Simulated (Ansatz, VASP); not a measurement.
## Two plane-wave programs on Al

```xyz
1
Lattice="0.0000 2.0248 2.0248 2.0248 0.0000 2.0248 2.0248 2.0248 0.0000" Properties=species:S:1:pos:R:3 pbc="T T T"
Al    0.0000    0.0000    0.0000
```

Alike in both runs: task relaxation of cell and atoms; functional LDA; k mesh 16 × 16 × 16; occupations fermi-dirac, width 0.05 eV; no spin polarisation.

```csv
,VASP,Ansatz
version,VASP 6.6.1,Ansatz 0.2.0
potentials or method,"VASP PAW LDA potentials, release 64 (Al)","PAW with Ansatz's default frozen-core files, scalar-relativistic"
plane-wave cutoff (eV),500,420
valence electrons in the cell,3,3
```

|  | VASP | Ansatz | Ansatz less VASP |
| --- | --- | --- | --- |
| relaxed volume (Å³/atom) | 15.81 | 15.81 | -0.006 |
| relaxed cell length with the largest relative difference (Å) | 2.817 | 2.817 | -0.0004 |

LDA's correlation is that of Perdew and Zunger in VASP and of Perdew and Wang (1992) in Ansatz.
